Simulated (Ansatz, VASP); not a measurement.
Y in VASP and in Ansatz

The input INCAR:

```
SYSTEM = Y
ALGO = Normal
EDIFF = 1E-6
ENCUT = 520
GGA = PE
ISIF = 2
ISMEAR = -1
LASPH = .True.
LCHARG = .False.
LREAL = .False.
LWAVE = .False.
NBANDS = 18
NELM = 80
PREC = Accurate
SIGMA = 0.05
```

KPOINTS

```
k-points
0
Gamma
  14 14 7
  0 0 0
```

File POSCAR:

```
Y
1.0
    2.7233639195      0.0000000000      0.0000000000
   -1.3616819598      2.3585023381      0.0000000000
    0.0000000000      0.0000000000      4.6092440286
Y
2
Direct
    0.3333333333      0.6666666667      0.2500000000
    0.6666666667      0.3333333333      0.7500000000
```

Input for Ansatz:

```yaml
crystal:
  lattice:
    - [2.7233639195, 0.0, 0.0]
    - [-1.3616819598, 2.3585023381, 0.0]
    - [0.0, 0.0, 4.6092440286]
  atoms:
    - { symbol: "Y", position: [0.3333333333, 0.6666666667, 0.25] }
    - { symbol: "Y", position: [0.6666666667, 0.3333333333, 0.75] }
kpoints:
  mp_grid: { grid: [14, 14, 7] }
scf:
  occupations: { method: fermi_dirac, width: 0.05 }
hamiltonian:
  xc: pbe
  pseudopotentials: { kind: all_electron, lapw: { basis_error: 0.001 } }
output:
  forces: true
  stress: true
  eigenvalues: true
  populations: true
```

Change from the starting cell: volume scaled by 0.45, LAPW.

Alike in both runs: task single point; functional PBE; k mesh 14 × 14 × 7; occupations fermi-dirac, width 0.05 eV; no spin polarisation.

|  | VASP | Ansatz |
| --- | --- | --- |
| version | VASP 6.6.1 | Ansatz 0.2.0 |
| potentials or method | VASP PAW PBE potentials, release 64 (Y_sv), cutoff 520 eV | all-electron LAPW, scalar-relativistic |

|  | VASP | Ansatz | Ansatz less VASP |
| --- | --- | --- | --- |
| pressure (GPa) | 100.4 | 100.3 | -0.14 |
| traceless stress, the component that is largest in VASP (GPa) | -0.14 | 0.01 | +0.150 |

Both programs put the cell under a high pressure, so it lies far from rest at this level. Ansatz ran all-electron here, and VASP with PAW potentials.

Noted on VASP's run: the cell as given lies far from equilibrium.
